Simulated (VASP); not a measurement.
# TiAl (Amm2) in VASP: single point with r2SCAN

Aim: the single point of TiAl with r2SCAN.

Everything below comes from runs of VASP 6.6.1. Logs are shortened: lines on timing, memory, paths and dates and some standing lists are left out, and cuts for length are marked.

## (1) The cell of the first run

It takes space group Amm2 (No. 38, orthorhombic). Conventional cell: a = 4.678 Å, b = 2.867 Å, c = 5.618 Å, α = 90.00°, β = 90.00°, γ = 90.00°. Within 3.8 Å of Ti (site symmetry mm2) lie 6 Ti at 2.87 to 3.15 Å and 6 Al at 2.90 to 3.00 Å. Al (site symmetry mm2) has 6 Al at 2.87 to 3.15 Å and 6 Ti at 2.90 to 3.00 Å within 3.8 Å.

## (2) Single point, r2SCAN (strain +0.1312 x Voigt [0, 1, 0, 0, 0, 0])

The input, POSCAR:

```
TiAl
1.0
    2.8672622327      0.0000000000      0.0000000000
   -1.4336311163      2.8089075304      0.0000000000
    0.0000000000      0.0000000000      4.6780830000
Ti Al
1 1
Direct
    0.0000000000      0.0000000000      0.0000000000
    0.3333333333      0.6666666667      0.5000000000
```

The input, INCAR.step1:

```
SYSTEM = TiAl
PREC = Accurate
ENCUT = 550
ISMEAR = 0
SIGMA = 0.15
LREAL = .FALSE.
LASPH = .TRUE.
NELM = 120
NBANDS = 14
GGA = PE
ALGO = Normal
EDIFF = 1E-5
LWAVE = .TRUE.
LCHARG = .FALSE.
GGA_COMPAT = .FALSE.
```

The input, INCAR.step2:

```
SYSTEM = TiAl
PREC = Accurate
ENCUT = 550
EDIFF = 1E-6
ISMEAR = 0
SIGMA = 0.15
LREAL = .FALSE.
LASPH = .TRUE.
NELM = 120
ALGO = Normal
ISIF = 2
LWAVE = .FALSE.
LCHARG = .FALSE.
METAGGA = R2SCAN
LMIXTAU = .TRUE.
NBANDS = 14
ISTART = 1
GGA_COMPAT = .FALSE.
```

The input, KPOINTS:

```
regular mesh
0
G
  18 18 10
  0 0 0
```

Potentials or basis: VASP PAW PBE potentials, release 64 (Ti_sv, Al).

The run is started by

```sh
cat potpaw_PBE.64/Ti_sv/POTCAR potpaw_PBE.64/Al/POTCAR > POTCAR
cp INCAR.step1 INCAR
mpirun -np 1 vasp_std > vasp.out
cp INCAR.step2 INCAR
mpirun -np 1 vasp_std > vasp.out
```

OUTCAR:

```text
SYSTEM = TiAl
   PREC = Accurate
   ENCUT = 550
   EDIFF = 1E-6
   ISMEAR = 0
   LREAL = .FALSE.
   LASPH = .TRUE.
   NELM = 120
   ISIF = 2
   METAGGA = R2SCAN
   ISTART = 1

 ion  position               nearest neighbor table
   1  0.000  0.000  0.000-   2 2.90   2 2.90   2 2.90   2 2.90   2 3.00   2 3.00
   2  0.333  0.667  0.500-   1 2.90   1 2.90   1 2.90   1 2.90   1 3.00   1 3.00

  LATTYP: Found a base centered orthorhombic cell.
 ALAT       =     2.8672622327
 B/A-ratio  =     1.9592958735
 C/A-ratio  =     1.6315504549

  Lattice vectors:

 A1 = (   1.4336311163,  -2.8089075304,   0.0000000000)
 A2 = (   1.4336311164,   2.8089075304,   0.0000000000)
 A3 = (   0.0000000000,   0.0000000000,   4.6780830000)

Analysis of symmetry for initial positions (statically):
=====================================================================
 Subroutine PRICEL returns:
 Original cell was already a primitive cell.

 Routine SETGRP: Setting up the symmetry group for a
 base centered orthorhombic supercell.

 Subroutine GETGRP returns: Found  4 space group operations
 (whereof  4 operations were pure point group operations)
 out of a pool of  8 trial point group operations.

The static configuration has the point symmetry C_2v.

Analysis of symmetry for dynamics (positions and initial velocities):
=====================================================================
 Subroutine PRICEL returns:
 Original cell was already a primitive cell.

 Routine SETGRP: Setting up the symmetry group for a
 base centered orthorhombic supercell.

 Subroutine GETGRP returns: Found  4 space group operations
 (whereof  4 operations were pure point group operations)
 out of a pool of  8 trial point group operations.

The dynamic configuration has the point symmetry C_2v.

 Subroutine INISYM returns: Found  4 space group operations
 (whereof  4 operations are pure point group operations),
 and found     1 'primitive' translations

----------------------------------------------------------------------------------------

                                     Primitive cell

  volume of cell :      37.6767

  direct lattice vectors                    reciprocal lattice vectors
     2.867262233  0.000000000  0.000000000     0.348764751  0.178005148  0.000000000
    -1.433631116  2.808907530  0.000000000     0.000000000  0.356010296  0.000000000
     0.000000000  0.000000000  4.678083000     0.000000000  0.000000000  0.213762774

  length of vectors
     2.867262233  3.153610580  4.678083000     0.391564407  0.356010296  0.213762774

  position of ions in fractional coordinates (direct lattice)
[... 93 lines left out ...]
   EFERMI =   0.00;   METHOD = LEGACY
   ISMEAR =     0;   SIGMA  =   0.15  broadening in eV -4-tet -1-fermi 0-gaus
   EFERMI_NEDOS =   21; number of points for ismear=-14 and -15
   IALGO  =     38    algorithm
   IMIX   =      4    mixing-type and parameters
     AMIX     =   0.40;   BMIX     =  1.00
     AMIX_MAG =   1.60;   BMIX_MAG =  1.00
  volume/ion in A,a.u.               =      18.84       127.13
  Fermi-wavevector in a.u.,A,eV,Ry     =   1.204336  2.275865 19.734232  1.450425
  Thomas-Fermi vector in A             =   2.340064
   LORBIT       =      0    0 simple, 1 ext, 2 COOP (PROOUT), +10 PAW based schemes
   METAGGA = R2SCAN    functional components
   LHFCALC =     F    Hartree Fock is set to
   AEXX    =    0.0000 exact exchange contribution
   IVDW    =     0    specifies the selected vdW correction
   LEPSILON=     F    determine dielectric tensor
   LRPA    =     F    only Hartree local field effects (RPA)
 non-spin polarized calculation
 Gauss-broadening in eV      SIGMA  =   0.15
  energy-cutoff  :      550.00
  volume of cell :       37.68
 maximum number of plane-waves:      1128
 NGX is ok and might be reduce to    24
   NGX = 11   NGY = 13   NGZ = 17

 number of electron      14.9999998 magnetization

 Free energy of the ion-electron system (eV)
  ---------------------------------------------------
  ext. energy  EPLUGINS =         0.00000000
  ---------------------------------------------------
  free energy    TOTEN  =       -19.97849378 eV

  energy without entropy =      -19.94861247  energy(sigma->0) =      -19.96355312

 E-fermi :   6.6971     XC(G=0): -11.1950

 val. band max:        6.6967986889   @ k =   0.2222   0.0556   0.3000
 cond. band min:       6.6987766337   @ k =   0.1667   0.1111   0.3000
 fundamental gap:      0.0019779448
 Fermi energy:         6.6971158890

 k-point     1 :       0.0000    0.0000    0.0000
  band No.  band energies     occupation
      1     -52.5374      2.00000
      2     -27.7912      2.00000
      3     -27.5801      2.00000
      4     -27.4198      2.00000
      5      -2.1461      2.00000
      6       4.6033      2.00000
      7       5.0864      2.00000
      8       7.1862      0.00000
      9       8.5417      0.00000
     10       8.9069      0.00000
     11       9.3275      0.00000
     12      10.8455      0.00000
     13      16.7375      0.00000
     14      17.7285      0.00000
[... 377 lines left out ...]
      1     -52.5018      2.00000
      2     -27.7555      2.00000
      3     -27.6826      2.00000
      4     -27.5983      2.00000
      5      -0.5147      2.00000
      6       5.2781      2.00000
      7       5.8664      2.00000
      8       7.0607      0.00061
      9       8.5590      0.00000
     10       8.6718      0.00000
     11       9.9132      0.00000
     12      11.0834      0.00000
     13      12.4219      0.00000
     14      14.3010      0.00000

 [... further k-points ...]

------------------------ aborting loop because EDIFF is reached ----------------------------------------

  FORCE on cell =-STRESS in cart. coord.  units (eV):
  Direction    XX          YY          ZZ          XY          YZ          ZX
  --------------------------------------------------------------------------------------
  -------------------------------------------------------------------------------------
  Total       -1.4989072     -3.9798979     -2.0783148     -0.0000000      0.0000000      0.0000000
  in kB      -63.7400733   -169.2426165    -88.3790085     -0.0000000      0.0000000      0.0000000
  external PRESSURE =    -107.1205661 kB  Pullay stress =       0.0000000 kB

 VOLUME and BASIS-vectors are now :
 -----------------------------------------------------------------------------
  energy-cutoff  :      550.00
  volume of cell :       37.68
      direct lattice vectors                 reciprocal lattice vectors
     2.867262233  0.000000000  0.000000000     0.348764751  0.178005148  0.000000000
    -1.433631116  2.808907530  0.000000000     0.000000000  0.356010296  0.000000000
     0.000000000  0.000000000  4.678083000     0.000000000  0.000000000  0.213762774

 POSITION                                       TOTAL-FORCE (eV/Angst)
 -----------------------------------------------------------------------------------
      0.00000      0.00000      0.00000         0.000000      0.218633      0.000000
     -0.00000      1.87261      2.33904        -0.000000     -0.218633      0.000000
 -----------------------------------------------------------------------------------
    total drift:                                0.000000      0.000138     -0.000000

  FREE ENERGIE OF THE ION-ELECTRON SYSTEM (eV)
  ---------------------------------------------------
  free  energy   TOTEN  =       -19.9784937790 eV

  energy  without entropy=      -19.9486124691  energy(sigma->0) =      -19.96355312
```

OUTCAR.step1:

```text
SYSTEM = TiAl
   PREC = Accurate
   ENCUT = 550
   ISMEAR = 0
   LREAL = .FALSE.
   LASPH = .TRUE.
[... 632 lines left out ...]
      0.00000      0.00000      0.00000         0.000000      0.195489      0.000000
     -0.00000      1.87261      2.33904        -0.000000     -0.195489      0.000000
 -----------------------------------------------------------------------------------
    total drift:                                0.000000      0.000495      0.000000

  FREE ENERGIE OF THE ION-ELECTRON SYSTEM (eV)
  ---------------------------------------------------
  free  energy   TOTEN  =       -11.8800477033 eV

  energy  without entropy=      -11.8475655985  energy(sigma->0) =      -11.86380665
```

OSZICAR.step1:

```text
N       E                     dE             d eps       ncg     rms          rms(c)
DAV:   1     0.100765990814E+03    0.10077E+03   -0.72564E+03 15300   0.109E+03
DAV:   2    -0.753330585483E+01   -0.10830E+03   -0.10430E+03 15834   0.299E+02
DAV:   3    -0.134917439063E+02   -0.59584E+01   -0.58194E+01 23858   0.667E+01
DAV:   4    -0.136669797143E+02   -0.17524E+00   -0.17495E+00 17234   0.102E+01
DAV:   5    -0.136741454834E+02   -0.71658E-02   -0.71650E-02 23366   0.197E+00    0.871E+00
DAV:   6    -0.123031725854E+02    0.13710E+01   -0.78705E+00 17846   0.317E+01    0.439E+00
DAV:   7    -0.119192123069E+02    0.38396E+00   -0.12681E+00 16892   0.125E+01    0.172E+00
DAV:   8    -0.118921136661E+02    0.27099E-01   -0.21170E-01 16742   0.533E+00    0.995E-01
DAV:   9    -0.118849958025E+02    0.71179E-02   -0.81956E-02 16650   0.388E+00    0.462E-01
DAV:  10    -0.118799902577E+02    0.50055E-02   -0.10143E-02 16872   0.124E+00    0.743E-02
DAV:  11    -0.118800834614E+02   -0.93204E-04   -0.13018E-03 21560   0.328E-01    0.729E-02
DAV:  12    -0.118800533503E+02    0.30111E-04   -0.80480E-05 17142   0.996E-02    0.314E-02
DAV:  13    -0.118800477033E+02    0.56470E-05   -0.57512E-06  9480   0.248E-02
   1 F= -.11880048E+02 E0= -.11863807E+02  d E =-.324821E-01
```

It took 8.4 min on 1 thread of Intel Xeon Platinum 8488C (Sapphire Rapids), shared host; peak memory 0.42 GiB.

What came out:

```
Free energy            : -19.9785 eV
Pressure               : -10.7 GPa
Largest force          : 0.219 eV/Å
Band gap on the k mesh : zero (an odd number of electrons rules out a gap without spin polarisation)
```

Forces on the atoms (eV/Å):
```
Ti   0.000  0.219  0.000
Al   0.000 -0.219  0.000
```

Levels at points of the mesh, in eV from the Fermi level:
```tsv
k point	band 6	band 7	band 8	band 9	band 10	band 11
(0.00, 0.00, 0.00)	-2.09	-1.61	0.49	1.84	2.21	2.63
(0.50, 0.00, 0.00)	-2.79	-1.23	-0.71	1.67	3.17	3.89
(0.00, 0.50, 0.00)	-3.72	-1.47	-0.91	2.31	3.30	3.59
(0.00, 0.00, 0.50)	-5.30	-0.13	0.53	1.86	2.06	2.56
(0.50, 0.00, 0.50)	-2.17	-1.67	0.43	1.11	1.32	3.27
(0.00, 0.50, 0.50)	-2.92	-1.93	-0.57	0.74	2.16	2.84
```

Caveat: the cell differs from its parent crystal (strain +0.1312 x Voigt [0, 1, 0, 0, 0, 0]); the cell stands under tension; the PAW data sets were made with another functional, which shifts forces and pressure a little.
